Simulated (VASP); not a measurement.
# SrTiO3 (Pm-3m) in VASP: a series of runs

The runs below take SrTiO3 through single point, with PBE.

All numbers are computed with VASP 6.6.1; they aren't measurements. Logs are shortened: lines on timing, memory, paths and dates and some standing lists are left out, and cuts for length are marked.

## 1. The cell of the first run

It takes space group Pm-3m (No. 221, cubic). The conventional cell has a = 3.771 Å, b = 3.771 Å, c = 3.771 Å, α = 90.00°, β = 90.00°, γ = 90.00°. Sr (site symmetry m-3m) has 12 O at 2.67 Å and 8 Ti at 3.27 Å within 3.5 Å. Ti (site symmetry m-3m) has 6 O at 1.89 Å within 2.5 Å. O (site symmetry 4/mmm) has 2 Ti at 1.89 Å within 2.5 Å.

## 2. Single point, PBE

Input file INCAR:

```
SYSTEM = SrTiO3
ALGO = Normal
EDIFF = 1E-6
ENCUT = 520
GGA = PE
ISIF = 2
ISMEAR = 0
LASPH = .TRUE.
LCHARG = .FALSE.
LREAL = .FALSE.
LWAVE = .FALSE.
NBANDS = 28
NELM = 100
PREC = Accurate
SIGMA = 0.05
```

Input file KPOINTS:

```
k-points
0
G
  6 6 6
  0 0 0
```

Input file POSCAR:

```
SrTiO3
1.0
    3.7705063839      0.0000000000      0.0000000000
    0.0000000000      3.7705063839      0.0000000000
    0.0000000000      0.0000000000      3.7705063839
Sr Ti O
1 1 3
Direct
    0.5000000000      0.5000000000      0.5000000000
    0.0000000000      0.0000000000      0.0000000000
    0.5000000000      0.0000000000      0.0000000000
    0.0000000000      0.5000000000      0.0000000000
    0.0000000000      0.0000000000      0.5000000000
```

Potentials or basis: VASP PAW PBE potentials, release 64 (Sr_sv, Ti_sv, O).

Command:

```
> cat potpaw_PBE.64/Sr_sv/POTCAR potpaw_PBE.64/Ti_sv/POTCAR potpaw_PBE.64/O/POTCAR > POTCAR
> mpirun -np 1 vasp_std > vasp.out
```

OUTCAR:

```text
SYSTEM = SrTiO3
   EDIFF = 1E-6
   ENCUT = 520
   GGA = PE
   ISIF = 2
   ISMEAR = 0
   LASPH = .TRUE.
   LREAL = .FALSE.
   NELM = 100
   PREC = Accurate

 ion  position               nearest neighbor table
   1  0.500  0.500  0.500-   3 2.67   4 2.67   5 2.67   3 2.67   4 2.67   3 2.67   5 2.67   3 2.67
                             4 2.67   5 2.67   4 2.67   5 2.67   2 3.27   2 3.27   2 3.27   2 3.27
   2  0.000  0.000  0.000-   3 1.89   4 1.89   5 1.89   5 1.89   4 1.89   3 1.89   1 3.27   1 3.27
                             1 3.27   1 3.27   1 3.27   1 3.27   1 3.27   1 3.27
   3  0.500  0.000  0.000-   2 1.89   2 1.89   1 2.67   1 2.67   1 2.67   1 2.67
   4  0.000  0.500  0.000-   2 1.89   2 1.89   1 2.67   1 2.67   1 2.67   1 2.67
   5  0.000  0.000  0.500-   2 1.89   2 1.89   1 2.67   1 2.67   1 2.67   1 2.67

  LATTYP: Found a simple cubic cell.
 ALAT       =     3.7705063839

  Lattice vectors:

 A1 = (   3.7705063839,   0.0000000000,   0.0000000000)
 A2 = (   0.0000000000,   3.7705063839,   0.0000000000)
 A3 = (   0.0000000000,   0.0000000000,   3.7705063839)

Analysis of symmetry for initial positions (statically):
=====================================================================
 Subroutine PRICEL returns:
 Original cell was already a primitive cell.

 Routine SETGRP: Setting up the symmetry group for a
 simple cubic supercell.

 Subroutine GETGRP returns: Found 48 space group operations
 (whereof 48 operations were pure point group operations)
 out of a pool of 48 trial point group operations.

The static configuration has the point symmetry O_h .

Analysis of symmetry for dynamics (positions and initial velocities):
=====================================================================
 Subroutine PRICEL returns:
 Original cell was already a primitive cell.

 Routine SETGRP: Setting up the symmetry group for a
 simple cubic supercell.

 Subroutine GETGRP returns: Found 48 space group operations
 (whereof 48 operations were pure point group operations)
 out of a pool of 48 trial point group operations.

The dynamic configuration has the point symmetry O_h .

 Subroutine INISYM returns: Found 48 space group operations
 (whereof 48 operations are pure point group operations),
 and found     1 'primitive' translations

----------------------------------------------------------------------------------------

                                     Primitive cell

  volume of cell :      53.6042

  direct lattice vectors                    reciprocal lattice vectors
     3.770506384  0.000000000  0.000000000     0.265216366  0.000000000  0.000000000
     0.000000000  3.770506384  0.000000000     0.000000000  0.265216366  0.000000000
     0.000000000  0.000000000  3.770506384     0.000000000  0.000000000  0.265216366

  length of vectors
     3.770506384  3.770506384  3.770506384     0.265216366  0.265216366  0.265216366

  position of ions in fractional coordinates (direct lattice)
     0.500000000  0.500000000  0.500000000
     0.000000000  0.000000000  0.000000000
     0.500000000  0.000000000  0.000000000
     0.000000000  0.500000000  0.000000000
     0.000000000  0.000000000  0.500000000

  ion indices of the primitive-cell ions
   primitive index   ion index
                 1           1
                 2           2
                 3           3
                 4           4
                 5           5

----------------------------------------------------------------------------------------

 KPOINTS: k-points

Automatic generation of k-mesh.
 Grid dimensions read from file:
 generate k-points for:    6    6    6

 Generating k-lattice:

  Cartesian coordinates                     Fractional coordinates (reciprocal lattice)
     0.044202728  0.000000000  0.000000000     0.166666667  0.000000000  0.000000000
     0.000000000  0.044202728  0.000000000     0.000000000  0.166666667  0.000000000
     0.000000000  0.000000000  0.044202728     0.000000000  0.000000000  0.166666667

  Length of vectors
     0.044202728  0.044202728  0.044202728

  Shift w.r.t. Gamma in fractional coordinates (k-lattice)
     0.000000000  0.000000000  0.000000000

 Subroutine IBZKPT returns following result:
 ===========================================

 Found     20 irreducible k-points:

 Following reciprocal coordinates:
            Coordinates               Weight
  0.000000  0.000000  0.000000      1.000000
  0.166667  0.000000  0.000000      6.000000
  0.333333  0.000000  0.000000      6.000000
  0.500000  0.000000  0.000000      3.000000
  0.166667  0.166667  0.000000     12.000000
  0.333333  0.166667  0.000000     24.000000
[... 12 lines left out ...]
  0.500000  0.500000  0.333333      6.000000
  0.500000  0.500000  0.500000      1.000000
   k-points           NKPTS =     20   k-points in BZ     NKDIM =     20   number of bands    NBANDS=     28
   number of dos      NEDOS =    301   number of ions     NIONS =      5
   total plane-waves  NPLWV =  21952
   dimension x,y,z NGX =    28 NGY =   28 NGZ =   28
   dimension x,y,z NGXF=    56 NGYF=   56 NGZF=   56
   ions per type =               1   1   3
   NGX,Y,Z   is equivalent  to a cutoff of  12.35, 12.35, 12.35 a.u.
   NGXF,Y,Z  is equivalent  to a cutoff of  24.69, 24.69, 24.69 a.u.
 SYSTEM =  SrTiO3
   PREC   = accura    normal or accurate (medium, high low for compatibility)
   ISTART =      0    job   : 0-new  1-cont  2-samecut
   ICHARG =      2    charge: 1-file 2-atom 10-const
   ISPIN  =      1    spin polarized calculation?
   LNONCOLLINEAR =      F non collinear calculations
   LSORBIT =      F    spin-orbit coupling
   LASPH  =      T    aspherical Exc in radial PAW
   ENCUT  =  520.0 eV  38.22 Ry    6.18 a.u.   7.01  7.01  7.01*2*pi/ulx,y,z
   NELM   =    100;   NELMIN=  2; NELMDL= -5     # of ELM steps
   EDIFF  = 0.1E-05   stopping-criterion for ELM
   LREAL  =      F    real-space projection
   EDIFFG = 0.1E-04   stopping-criterion for IOM
   NSW    =      0    number of steps for IOM
   IBRION =     -1    ionic relax: 0-MD 1-quasi-New 2-CG
   NFREE  =      0    steps in history (QN), initial steepest desc. (CG)
   ISIF   =      2    stress and relaxation
   ISYM   =      2    0-nonsym 1-usesym 2-fastsym
   POTIM  = 0.5000    time-step for ionic-motion
   TEBEG  =    0.0;   TEEND  =   0.0 temperature during run
   PSTRESS=    0.0 pullay stress
   NELECT =      40.0000    total number of electrons
   NUPDOWN=      -1.0000    fix difference up-down
   EMIN   =  10.00;   EMAX   =-10.00  energy-range for DOS
   EFERMI =   0.00;   METHOD = LEGACY
   ISMEAR =     0;   SIGMA  =   0.05  broadening in eV -4-tet -1-fermi 0-gaus
   EFERMI_NEDOS =   21; number of points for ismear=-14 and -15
   IALGO  =     38    algorithm
   IMIX   =      4    mixing-type and parameters
     AMIX     =   0.40;   BMIX     =  1.00
     AMIX_MAG =   1.60;   BMIX_MAG =  1.00
  volume/ion in A,a.u.               =      10.72        72.35
  Fermi-wavevector in a.u.,A,eV,Ry     =   1.484893  2.806041 29.999582  2.204907
  Thomas-Fermi vector in A             =   2.598373
   LORBIT       =      0    0 simple, 1 ext, 2 COOP (PROOUT), +10 PAW based schemes
   GGA     = PE    functional components
   LHFCALC =     F    Hartree Fock is set to
   AEXX    =    0.0000 exact exchange contribution
   IVDW    =     0    specifies the selected vdW correction
   LEPSILON=     F    determine dielectric tensor
   LRPA    =     F    only Hartree local field effects (RPA)
 non-spin polarized calculation
 Gauss-broadening in eV      SIGMA  =   0.05
  energy-cutoff  :      520.00
  volume of cell :       53.60
 maximum number of plane-waves:      1472
   NGX = 15   NGY = 15   NGZ = 15

 number of electron      39.9999977 magnetization

 Free energy of the ion-electron system (eV)
  ---------------------------------------------------
  ext. energy  EPLUGINS =         0.00000000
  ---------------------------------------------------
  free energy    TOTEN  =       -39.45848052 eV

  energy without entropy =      -39.45848052  energy(sigma->0) =      -39.45848052

 E-fermi :   5.3271     XC(G=0): -11.8371

 val. band max:        5.0705332743   @ k =   0.5000   0.5000   0.5000
 cond. band min:       7.1085862920   @ k =   0.0000   0.0000   0.0000
 fundamental gap:      2.0380530177
 Fermi energy:         5.3271450255

 k-point     1 :       0.0000    0.0000    0.0000
  band No.  band energies     occupation
      1     -50.9525      2.00000
      2     -27.4199      2.00000
      3     -27.2794      2.00000
      4     -27.2794      2.00000
      5     -27.2794      2.00000
      6     -12.7439      2.00000
[... 20 lines left out ...]
     27      10.6422      0.00000
     28      12.2832      0.00000

 k-point     2 :       0.1667    0.0000    0.0000
  band No.  band energies     occupation
      1     -50.9518      2.00000
      2     -27.4620      2.00000
      3     -27.2780      2.00000
      4     -27.2780      2.00000
      5     -27.2564      2.00000
      6     -12.7785      2.00000
[... 20 lines left out ...]
     27      11.2458      0.00000
     28      12.9591      0.00000

 k-point     3 :       0.3333    0.0000    0.0000
  band No.  band energies     occupation
      1     -50.9504      2.00000
      2     -27.5327      2.00000
      3     -27.2754      2.00000
      4     -27.2754      2.00000
      5     -27.2231      2.00000
      6     -12.9623      2.00000
[... 20 lines left out ...]
     27      12.4170      0.00000
     28      13.5514      0.00000

 k-point     4 :       0.5000    0.0000    0.0000
  band No.  band energies     occupation
      1     -50.9497      2.00000
      2     -27.5651      2.00000
      3     -27.2741      2.00000
      4     -27.2741      2.00000
      5     -27.2090      2.00000
      6     -13.0739      2.00000
[... 454 lines left out ...]
     27      13.7897      0.00000
     28      14.3797      0.00000

 k-point    19 :       0.5000    0.5000    0.3333
  band No.  band energies     occupation
      1     -50.9448      2.00000
      2     -27.3887      2.00000
      3     -27.3887      2.00000
      4     -27.3580      2.00000
      5     -27.3247      2.00000
      6     -11.3676      2.00000
[... 20 lines left out ...]
     27      14.0506      0.00000
     28      14.7328      0.00000

 k-point    20 :       0.5000    0.5000    0.5000
  band No.  band energies     occupation
      1     -50.9441      2.00000
      2     -27.3870      2.00000
      3     -27.3870      2.00000
      4     -27.3870      2.00000
      5     -27.3171      2.00000
      6     -11.1069      2.00000
[... 20 lines left out ...]
     27      14.7329      0.00000
     28      14.7329      0.00000

------------------------ aborting loop because EDIFF is reached ----------------------------------------

  FORCE on cell =-STRESS in cart. coord.  units (eV):
  Direction    XX          YY          ZZ          XY          YZ          ZX
  --------------------------------------------------------------------------------------
  -------------------------------------------------------------------------------------
  Total       10.0602016     10.0602016     10.0602016     -0.0000000      0.0000000     -0.0000000
  in kB      300.6894722    300.6894722    300.6894722     -0.0000000      0.0000000     -0.0000000
  external PRESSURE =     300.6894722 kB  Pullay stress =       0.0000000 kB

 VOLUME and BASIS-vectors are now :
 -----------------------------------------------------------------------------
  energy-cutoff  :      520.00
  volume of cell :       53.60
      direct lattice vectors                 reciprocal lattice vectors
     3.770506384  0.000000000  0.000000000     0.265216366  0.000000000  0.000000000
     0.000000000  3.770506384  0.000000000     0.000000000  0.265216366  0.000000000
     0.000000000  0.000000000  3.770506384     0.000000000  0.000000000  0.265216366

 POSITION                                       TOTAL-FORCE (eV/Angst)
 -----------------------------------------------------------------------------------
      1.88525      1.88525      1.88525         0.000000      0.000000      0.000000
      0.00000      0.00000      0.00000         0.000000      0.000000      0.000000
      1.88525      0.00000      0.00000         0.000000      0.000000      0.000000
      0.00000      1.88525      0.00000         0.000000      0.000000      0.000000
      0.00000      0.00000      1.88525         0.000000      0.000000      0.000000
 -----------------------------------------------------------------------------------
    total drift:                                0.000000      0.000000     -0.000000

  FREE ENERGIE OF THE ION-ELECTRON SYSTEM (eV)
  ---------------------------------------------------
  free  energy   TOTEN  =       -39.4584805189 eV

  energy  without entropy=      -39.4584805189  energy(sigma->0) =      -39.45848052
```

Run time: 15 s. Hardware: 1 thread of Intel Xeon 6975P-C (Granite Rapids), shared host; peak memory 0.17 GiB.

What came out:

| Quantity | Value |
| --- | --- |
| Free energy | -39.4585 eV |
| Pressure | 30.1 GPa |
| Band gap on the k mesh | 2.04 eV, indirect (least direct gap 2.31 eV) |

Levels at points of the mesh, in eV from the valence-band top:
```tsv
k point	band 16	band 17	band 18	band 19	band 20	band 21	band 22	band 23	band 24	band 25
(0.00, 0.00, 0.00)	-1.36	-1.36	-0.27	-0.27	-0.27	2.04	2.04	2.04	5.03	5.03
(0.50, 0.00, 0.00)	-2.62	-2.62	-2.34	-0.69	-0.69	2.27	4.35	4.35	5.13	7.67
(0.50, 0.50, 0.00)	-3.28	-1.67	-1.67	-1.61	-0.11	4.36	4.36	4.85	6.28	8.42
(0.50, 0.50, 0.50)	-4.02	-4.02	0.00	0.00	0.00	5.16	5.16	5.16	7.37	7.37
```

## 3. Single point, PBE

This run uses another cell than the first one, of 11.91 Å³/atom, 1.111 times its volume.

Input file INCAR:

```
SYSTEM = SrTiO3
PREC     = Accurate       ! precision mode
ENCUT    = 520            ! plane-wave cutoff, eV
EDIFF    = 1E-6           ! SCF threshold, eV
ISMEAR   = 0              ! smearing method
SIGMA    = 0.05           ! smearing width, eV
LREAL    = .FALSE.        ! projectors in reciprocal space
LASPH    = .TRUE.         ! aspherical terms in the spheres
NELM     = 100            ! most SCF steps
ALGO     = Normal         ! electronic algorithm
ISIF     = 2              ! what is computed and relaxed
LWAVE    = .FALSE.        ! write WAVECAR
LCHARG   = .FALSE.        ! write CHGCAR
GGA      = PE             ! functional
NBANDS   = 28             ! bands
```

Input file KPOINTS:

```
regular mesh
0
G
  6 6 6
  0 0 0
```

Changes to POSCAR since step 2:

```diff
@@ -2,5 +2,5 @@
 1.0
-    3.7705063839      0.0000000000      0.0000000000
-    0.0000000000      3.7705063839      0.0000000000
-    0.0000000000      0.0000000000      3.7705063839
+    3.9052800000      0.0000000000      0.0000000000
+    0.0000000000      3.9052800000      0.0000000000
+    0.0000000000      0.0000000000      3.9052800000
 Sr Ti O
```

Potentials or basis: VASP PAW PBE potentials, release 64 (Sr_sv, Ti_sv, O).

Command:

```
> cat potpaw_PBE.64/Sr_sv/POTCAR potpaw_PBE.64/Ti_sv/POTCAR potpaw_PBE.64/O/POTCAR > POTCAR
> mpirun -np 1 vasp_std > vasp.out
```

Run time: 20 s. Hardware: 1 thread of Intel Xeon 6975P-C (Granite Rapids), shared host; peak memory 0.18 GiB.

Results (log left out):

| Item | Value |
| --- | --- |
| Free energy | -40.0764 eV |
| Pressure | 4.9 GPa |
| Band gap on the k mesh | 1.85 eV, indirect (least direct gap 2.21 eV) |

Levels at points of the mesh, in eV from the valence-band top:
```csv
k point,band 16,band 17,band 18,band 19,band 20,band 21,band 22,band 23,band 24,band 25
"(0.00, 0.00, 0.00)",-1.17,-1.17,-0.36,-0.36,-0.36,1.85,1.85,1.85,4.30,4.30
"(0.50, 0.00, 0.00)",-2.35,-2.35,-1.99,-0.73,-0.73,2.02,3.78,3.78,4.32,6.52
"(0.50, 0.50, 0.00)",-2.86,-1.72,-1.57,-1.57,-0.09,3.79,3.79,4.24,5.28,7.89
"(0.50, 0.50, 0.50)",-3.74,-3.74,0.00,0.00,0.00,4.46,4.46,4.46,6.94,6.94
```

A k mesh can miss the band edges. A hybrid or GW would open this gap; PBE tends to underestimate it.
